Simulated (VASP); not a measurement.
# Ba (Im-3m) in VASP: notebook

The runs below take Ba through single point, relaxation of cell and atoms, with LDA.

All numbers are computed with VASP 6.6.1; they aren't measurements. Logs are shortened: lines on timing, memory, paths and dates and some standing lists are left out, and cuts for length are marked.

## (1) The cell of the first run

Symmetry: Im-3m, No. 229, cubic system. Conventional cell: a = 4.785 Å, b = 4.785 Å, c = 4.785 Å, α = 90.00°, β = 90.00°, γ = 90.00°. Ba (site symmetry m-3m) has 14 Ba at 4.14 to 4.78 Å within 5.4 Å.

## (2) Single point, LDA

INCAR reads:

```
SYSTEM = Ba
ALGO     = Normal         ! electronic algorithm
EDIFF    = 1E-6           ! SCF threshold, eV
ENCUT    = 520            ! plane-wave cutoff, eV
GGA      = CA             ! functional
ISIF     = 2              ! what is computed and relaxed
ISMEAR   = -1             ! smearing method
LASPH    = .TRUE.         ! aspherical terms in the spheres
LCHARG   = .FALSE.        ! write CHGCAR
LREAL    = .FALSE.        ! projectors in reciprocal space
LWAVE    = .FALSE.        ! write WAVECAR
NBANDS   = 11             ! bands
NELM     = 100            ! most SCF steps
PREC     = Accurate       ! precision mode
SIGMA    = 0.1            ! smearing width, eV
```

KPOINTS reads:

```
k-points
0
G
  11 11 11
  0 0 0
```

POSCAR reads:

```
Ba
1.0
   -2.3923439625      2.3923439625      2.3923439625
    2.3923439625     -2.3923439625      2.3923439625
    2.3923439625      2.3923439625     -2.3923439625
Ba
1
Direct
    0.0000000000      0.0000000000      0.0000000000
```

Potentials or basis: VASP PAW LDA potentials, release 64 (Ba_sv).

On the command line:

```sh
cat potpaw_LDA.64/Ba_sv/POTCAR > POTCAR
mpirun -np 1 vasp_std > vasp.out
```

OUTCAR:

```text
SYSTEM = Ba
   EDIFF = 1E-6
   ENCUT = 520
   GGA = CA
   ISIF = 2
   ISMEAR = -1
   LASPH = .TRUE.
   LREAL = .FALSE.
   NELM = 100
   PREC = Accurate

 ion  position               nearest neighbor table
   1  0.000  0.000  0.000-

  LATTYP: Found a body centered cubic cell.
 ALAT       =     4.7846879250

  Lattice vectors:

 A1 = (  -2.3923439625,   2.3923439625,   2.3923439625)
 A2 = (   2.3923439625,  -2.3923439625,   2.3923439625)
 A3 = (   2.3923439625,   2.3923439625,  -2.3923439625)

Analysis of symmetry for initial positions (statically):
=====================================================================
 Subroutine PRICEL returns:
 Original cell was already a primitive cell.

 Routine SETGRP: Setting up the symmetry group for a
 body centered cubic supercell.

 Subroutine GETGRP returns: Found 48 space group operations
 (whereof 48 operations were pure point group operations)
 out of a pool of 48 trial point group operations.

The static configuration has the point symmetry O_h .

Analysis of symmetry for dynamics (positions and initial velocities):
=====================================================================
 Subroutine PRICEL returns:
 Original cell was already a primitive cell.

 Routine SETGRP: Setting up the symmetry group for a
 body centered cubic supercell.

 Subroutine GETGRP returns: Found 48 space group operations
 (whereof 48 operations were pure point group operations)
 out of a pool of 48 trial point group operations.

The dynamic configuration has the point symmetry O_h .

 Subroutine INISYM returns: Found 48 space group operations
 (whereof 48 operations are pure point group operations),
 and found     1 'primitive' translations

----------------------------------------------------------------------------------------

                                     Primitive cell

  volume of cell :      54.7685

  direct lattice vectors                    reciprocal lattice vectors
    -2.392343963  2.392343963  2.392343963     0.000000000  0.209000047  0.209000047
     2.392343963 -2.392343963  2.392343963     0.209000047  0.000000000  0.209000047
     2.392343963  2.392343963 -2.392343963     0.209000047  0.209000047  0.000000000

  length of vectors
     4.143661292  4.143661292  4.143661292     0.295570701  0.295570701  0.295570701

[... 75 lines left out ...]
   LASPH  =      T    aspherical Exc in radial PAW
   ENCUT  =  520.0 eV  38.22 Ry    6.18 a.u.   7.70  7.70  7.70*2*pi/ulx,y,z
   NELM   =    100;   NELMIN=  2; NELMDL= -5     # of ELM steps
   EDIFF  = 0.1E-05   stopping-criterion for ELM
   LREAL  =      F    real-space projection
   EDIFFG = 0.1E-04   stopping-criterion for IOM
   NSW    =      0    number of steps for IOM
   IBRION =     -1    ionic relax: 0-MD 1-quasi-New 2-CG
   NFREE  =      0    steps in history (QN), initial steepest desc. (CG)
   ISIF   =      2    stress and relaxation
   ISYM   =      2    0-nonsym 1-usesym 2-fastsym
   POTIM  = 0.5000    time-step for ionic-motion
   TEBEG  =    0.0;   TEEND  =   0.0 temperature during run
   PSTRESS=    0.0 pullay stress
   NELECT =      10.0000    total number of electrons
   NUPDOWN=      -1.0000    fix difference up-down
   EMIN   =  10.00;   EMAX   =-10.00  energy-range for DOS
   EFERMI =   0.00;   METHOD = LEGACY
   ISMEAR =    -1;   SIGMA  =   0.10  broadening in eV -4-tet -1-fermi 0-gaus
   EFERMI_NEDOS =   21; number of points for ismear=-14 and -15
   IALGO  =     38    algorithm
   IMIX   =      4    mixing-type and parameters
     AMIX     =   0.40;   BMIX     =  1.00
     AMIX_MAG =   1.60;   BMIX_MAG =  1.00
  volume/ion in A,a.u.               =      54.77       369.60
  Fermi-wavevector in a.u.,A,eV,Ry     =   0.928748  1.755079 11.736015  0.862573
  Thomas-Fermi vector in A             =   2.054957
   LORBIT       =      0    0 simple, 1 ext, 2 COOP (PROOUT), +10 PAW based schemes
   GGA     = CA    functional components
   LHFCALC =     F    Hartree Fock is set to
   AEXX    =    0.0000 exact exchange contribution
   IVDW    =     0    specifies the selected vdW correction
   LEPSILON=     F    determine dielectric tensor
   LRPA    =     F    only Hartree local field effects (RPA)
 non-spin polarized calculation
  energy-cutoff  :      520.00
  volume of cell :       54.77
 maximum number of plane-waves:      1496
   NGX = 15   NGY = 15   NGZ = 15

 number of electron      10.0000000 magnetization

 number of electron       9.9999999 magnetization

 Free energy of the ion-electron system (eV)
  ---------------------------------------------------
  ext. energy  EPLUGINS =         0.00000000
  ---------------------------------------------------
  free energy    TOTEN  =        -2.26975671 eV

  energy without entropy =       -2.22917421  energy(sigma->0) =       -2.24946546

 E-fermi :   1.9264     XC(G=0):  -8.0843

 val. band max:        1.8446745051   @ k =   0.3636   0.2727   0.0000
 cond. band min:       1.9706135302   @ k =  -0.4545   0.4545   0.2727
 fundamental gap:      0.1259390251
 Fermi energy:         1.9263680322

 k-point     1 :       0.0000    0.0000    0.0000
  band No.  band energies     occupation
      1     -26.6869      2.00000
      2     -11.5429      2.00000
      3     -11.5429      2.00000
      4     -11.5429      2.00000
      5      -0.8902      2.00000
      6       3.8233      0.00000
      7       3.8233      0.00000
      8       3.8233      0.00000
      9       5.4866      0.00000
     10       5.4866      0.00000
     11       9.2977      0.00000
[... 309 lines left out ...]
 k-point    24 :       0.3636    0.1818    0.0909
  band No.  band energies     occupation
      1     -26.6021      2.00000
      2     -12.1445      2.00000
      3     -11.8743      2.00000
      4     -11.6656      2.00000
      5       1.7232      1.76824
      6       2.4423      0.01142
      7       3.1168      0.00001
      8       5.7973      0.00000
      9       6.2001      0.00000
     10       7.5706      0.00000
     11       8.6937      0.00000

 [... further k-points ...]
[... 5 lines left out ...]
  --------------------------------------------------------------------------------------
  -------------------------------------------------------------------------------------
  Total       -0.0285631     -0.0285631     -0.0285631      0.0000000      0.0000000      0.0000000
  in kB       -0.8355748     -0.8355748     -0.8355748      0.0000000      0.0000000      0.0000000
  external PRESSURE =      -0.8355748 kB  Pullay stress =       0.0000000 kB

 VOLUME and BASIS-vectors are now :
 -----------------------------------------------------------------------------
  energy-cutoff  :      520.00
  volume of cell :       54.77
      direct lattice vectors                 reciprocal lattice vectors
    -2.392343963  2.392343963  2.392343963     0.000000000  0.209000047  0.209000047
     2.392343963 -2.392343963  2.392343963     0.209000047  0.000000000  0.209000047
     2.392343963  2.392343963 -2.392343963     0.209000047  0.209000047  0.000000000

 POSITION                                       TOTAL-FORCE (eV/Angst)
 -----------------------------------------------------------------------------------
      0.00000      0.00000      0.00000         0.000000      0.000000     -0.000000
 -----------------------------------------------------------------------------------
    total drift:                               -0.000000      0.000000      0.000000

  FREE ENERGIE OF THE ION-ELECTRON SYSTEM (eV)
  ---------------------------------------------------
  free  energy   TOTEN  =        -2.2697567123 eV

  energy  without entropy=       -2.2291742079  energy(sigma->0) =       -2.24946546
```

OSZICAR:

```text
N       E                     dE             d eps       ncg     rms          rms(c)
DAV:   1     0.508121540271E+02    0.50812E+02   -0.44673E+03  1232   0.769E+02
DAV:   2     0.140162814604E+00   -0.50672E+02   -0.49282E+02  1494   0.137E+02
DAV:   3    -0.220617964400E+01   -0.23463E+01   -0.23278E+01  1567   0.296E+01
DAV:   4    -0.227842512826E+01   -0.72245E-01   -0.72141E-01  1601   0.475E+00
DAV:   5    -0.228064427692E+01   -0.22191E-02   -0.22189E-02  1686   0.654E-01    0.200E+00
DAV:   6    -0.227360710579E+01    0.70372E-02   -0.51748E-03  1588   0.612E-01    0.117E+00
DAV:   7    -0.226969254843E+01    0.39146E-02   -0.83897E-03  1649   0.767E-01    0.560E-02
DAV:   8    -0.226975461597E+01   -0.62068E-04   -0.23182E-04  1510   0.817E-02    0.767E-03
DAV:   9    -0.226975689925E+01   -0.22833E-05   -0.99958E-06  1683   0.151E-02    0.178E-03
DAV:  10    -0.226975671231E+01    0.18693E-06   -0.34167E-07   970   0.315E-03
   1 F= -.22697567E+01 E0= -.22494655E+01  d E =-.405825E-01
```

stdout:

```text
POSCAR found type information on POSCAR Ba
 POSCAR found :  1 types and       1 ions
 scaLAPACK will be used
 LDA part: xc-table for (Slater(with rela. corr.)+CA(PZ))
 , standard interpolation
 POSCAR, INCAR and KPOINTS ok, starting setup
 FFT: planning ... GRIDC
 FFT: planning ... GRID_SOFT
 FFT: planning ... GRID
 WAVECAR not read
 entering main loop
```

Run time: 10 s. Hardware: 1 thread of Intel Xeon Platinum 8488C (Sapphire Rapids), shared host; peak memory 0.17 GiB.

Results:

* Free energy: -2.2698 eV
* Pressure: -0.1 GPa
* Band gap on the k mesh: zero (band 5 reaches 2.35 eV, above the bottom of band 6 at 1.24 eV)

Caveat: spin-orbit coupling is left out, which moves the levels of the heavy elements.

## (3) Relaxation of cell and atoms, LDA, target pressure -0.15 GPa, at which the enthalpy is minimised

INCAR reads:

```
PREC = Accurate
ENCUT = 600
EDIFF = 1E-6
ISMEAR = -1
SIGMA = 0.1
LREAL = False
LASPH = True
NELM = 60
ALGO = Normal
ISIF = 3
LWAVE = False
LCHARG = False
GGA = CA
IBRION = 2
NSW = 60
EDIFFG = -0.005
PSTRESS = -1.5
```

KPOINTS reads:

```
Automatic mesh
0
Gamma
  11 11 11
```

POSCAR is that of step 2.

Potentials or basis: VASP PAW LDA potentials, release 64 (Ba_sv).

On the command line:

```sh
cat potpaw_LDA.64/Ba_sv/POTCAR > POTCAR
mpirun -np 1 vasp_std > vasp.out
```

Run time: 46 s. Hardware: 1 thread of Intel Xeon Platinum 8488C (Sapphire Rapids), shared host; peak memory 0.19 GiB.

Results (log left out):

* Free energy: -2.2695 eV
* Relaxed volume: 55.12 Å³/atom
* Relaxed cell: a = 4.153 Å, b = 4.153 Å, c = 4.153 Å, α = 109.47°, β = 109.47°, γ = 109.47°
* Space group after relaxing (to 0.05 Å): Im-3m (No. 229)
* Energy change on relaxing (the enthalpy is what falls): +0.3 meV/atom
* Ionic steps: 3
* Pressure after relaxing: -0.1 GPa
* Band gap on the k mesh: zero (band 5 reaches 2.32 eV, above the bottom of band 6 at 1.23 eV)

The path:
```csv
step,energy change (eV),largest force (eV/Å),pressure (GPa),volume (Å³)
1,0.0000,0.0000,-0.08,54.77
2,0.0001,0.0000,-0.12,54.95
3,0.0003,0.0000,-0.15,55.12
```

Final structure:
```
Ba
1.0
    -2.39749    2.39749    2.39749
     2.39749   -2.39749    2.39749
     2.39749    2.39749   -2.39749
Ba
1
Direct
  0.00000 0.00000 0.00000
```

Levels at points of the mesh, in eV from the Fermi level:
```csv
k point,band 3,band 4,band 5,band 6,band 7,band 8
"(0.00, 0.00, 0.00)",-13.48,-13.48,-2.82,1.89,1.89,1.89
```

Caveat: the cell is relaxed towards a set pressure, so the enthalpy falls and the energy may rise; spin-orbit coupling is left out, which moves the levels of the heavy elements.

## (4) Relaxation of cell and atoms, LDA, target pressure -0.15 GPa, at which the enthalpy is minimised

INCAR reads:

```
SYSTEM = Ba
PREC = Accurate
ENCUT = 600
EDIFF = 1E-6
ISMEAR = -1
SIGMA = 0.1
LREAL = .False.
LASPH = .True.
NELM = 100
ALGO = Normal
ISIF = 3
LWAVE = .False.
LCHARG = .False.
GGA = CA
IBRION = 2
NSW = 32
EDIFFG = -0.005
PSTRESS = -1.5
```

KPOINTS reads:

```
Automatic mesh
0
Gamma
  11 11 11
  0 0 0
```

POSCAR is that of step 3.

Potentials or basis: VASP PAW LDA potentials, release 64 (Ba_sv).

On the command line:

```sh
cat potpaw_LDA.64/Ba_sv/POTCAR > POTCAR
mpirun -np 1 vasp_std > vasp.out
```

OUTCAR:

```text
SYSTEM = Ba
   PREC = Accurate
   ENCUT = 600
   EDIFF = 1E-6
   ISMEAR = -1
   LREAL = .False.
   LASPH = .True.
   NELM = 100
   ISIF = 3
   GGA = CA
   IBRION = 2
   NSW = 32
   EDIFFG = -0.005
   PSTRESS = -1.5

 ion  position               nearest neighbor table
   1  0.000  0.000  0.000-

  LATTYP: Found a body centered cubic cell.
 ALAT       =     4.7846879250

  Lattice vectors:

 A1 = (  -2.3923439625,   2.3923439625,   2.3923439625)
 A2 = (   2.3923439625,  -2.3923439625,   2.3923439625)
 A3 = (   2.3923439625,   2.3923439625,  -2.3923439625)

Analysis of symmetry for initial positions (statically):
=====================================================================
 Subroutine PRICEL returns:
 Original cell was already a primitive cell.

 Routine SETGRP: Setting up the symmetry group for a
[... 247 lines left out ...]
  free energy    TOTEN  =        -2.26950242 eV

  energy without entropy =       -2.22881352  energy(sigma->0) =       -2.24915797

 E-fermi :   1.9027     XC(G=0):  -8.0621

 val. band max:        1.8214029943   @ k =   0.3636   0.2727   0.0000
 cond. band min:       1.9475315467   @ k =  -0.4545   0.4545   0.2727
 fundamental gap:      0.1261285523
 Fermi energy:         1.9026696337

 k-point     1 :       0.0000    0.0000    0.0000
  band No.  band energies     occupation
      1     -26.7196      2.00000
      2     -11.5819      2.00000
      3     -11.5819      2.00000
      4     -11.5819      2.00000
      5      -0.9127      2.00000
      6       3.7924      0.00000
      7       3.7924      0.00000
      8       3.7924      0.00000
      9       5.4456      0.00000
[... 265 lines left out ...]
 k-point    24 :       0.3636    0.1818    0.0909
  band No.  band energies     occupation
      1     -26.6371      2.00000
      2     -12.1717      2.00000
      3     -11.9068      2.00000
      4     -11.7020      2.00000
      5       1.6983      1.77053
      6       2.4171      0.01160
      7       3.0765      0.00002
      8       5.7513      0.00000
      9       6.1516      0.00000

 [... further k-points ...]
[... 5 lines left out ...]
  --------------------------------------------------------------------------------------
  -------------------------------------------------------------------------------------
  Total       -0.0513258     -0.0513258     -0.0513258      0.0000000     -0.0000000     -0.0000000
  in kB       -1.4918230     -1.4918230     -1.4918230      0.0000000     -0.0000000     -0.0000000
  external PRESSURE =       0.0081770 kB  Pullay stress =      -1.5000000 kB
[... 20 lines left out ...]
  energy  without entropy=       -2.2288135226  energy(sigma->0) =       -2.24915797

  enthalpy is  TOTEN    =        -2.3211095160 eV   P V=       -0.0516070952

 reached required accuracy - stopping structural energy minimisation
```

OSZICAR:

```text
N       E                     dE             d eps       ncg     rms          rms(c)
DAV:   1     0.573147970931E+02    0.57315E+02   -0.47943E+03  1008   0.104E+03
DAV:   2    -0.152613882801E-01   -0.57330E+02   -0.56597E+02  1210   0.156E+02
DAV:   3    -0.223086408650E+01   -0.22156E+01   -0.21941E+01  1283   0.353E+01
[... 18 lines left out ...]
DAV:   2    -0.226963231386E+01    0.48358E-03   -0.10219E-03  1017   0.307E-01    0.503E-02
DAV:   3    -0.226949498317E+01    0.13733E-03   -0.82139E-04  1479   0.197E-01    0.172E-02
DAV:   4    -0.226949655239E+01   -0.15692E-05   -0.48731E-06  1060   0.229E-02    0.130E-02
DAV:   5    -0.226950239437E+01   -0.58420E-05   -0.47098E-06  1389   0.144E-02    0.222E-03
DAV:   6    -0.226950242077E+01   -0.26398E-07   -0.13609E-07   530   0.289E-03
   3 F= -.23211095E+01 E0= -.23007651E+01  d E =-.749497E-04
```

CONTCAR:

```text
Ba
   1.00000000000000
    -2.3974869334365692    2.3974869334365692    2.3974869334365692
     2.3974869334365692   -2.3974869334365692    2.3974869334365692
     2.3974869334365692    2.3974869334365692   -2.3974869334365692
  Ba
     1
Direct
     0.0000000000000000    0.0000000000000000    0.0000000000000000

  0.00000000E+00  0.00000000E+00  0.00000000E+00
```

Wall time 39 s (1 thread of Intel Xeon Platinum 8488C (Sapphire Rapids), shared host); peak memory 0.19 GiB.

What came out:

| Item | Value |
| --- | --- |
| Free energy | -2.2695 eV |
| Relaxed volume | 55.12 Å³/atom |
| Relaxed cell | a = 4.153 Å, b = 4.153 Å, c = 4.153 Å, α = 109.47°, β = 109.47°, γ = 109.47° |
| Space group after relaxing (to 0.05 Å) | Im-3m (No. 229) |
| Energy change on relaxing (the enthalpy is what falls) | +0.3 meV/atom |
| Ionic steps | 3 |
| Pressure after relaxing | -0.1 GPa |
| Band gap on the k mesh | zero (band 5 reaches 2.32 eV, above the bottom of band 6 at 1.23 eV) |

Step by step:
| step | energy change (eV) | largest force (eV/Å) | pressure (GPa) | volume (Å³) |
| --- | --- | --- | --- | --- |
| 1 | 0.0000 | 0.0000 | -0.08 | 54.77 |
| 2 | 0.0001 | 0.0000 | -0.12 | 54.95 |
| 3 | 0.0003 | 0.0000 | -0.15 | 55.12 |

Final structure:
```
Ba
1.0
    -2.39749    2.39749    2.39749
     2.39749   -2.39749    2.39749
     2.39749    2.39749   -2.39749
Ba
1
Direct
  0.00000 0.00000 0.00000
```

Caveat: the cell is relaxed towards a set pressure, so the enthalpy falls and the energy may rise; spin-orbit coupling is left out, which moves the levels of the heavy elements.
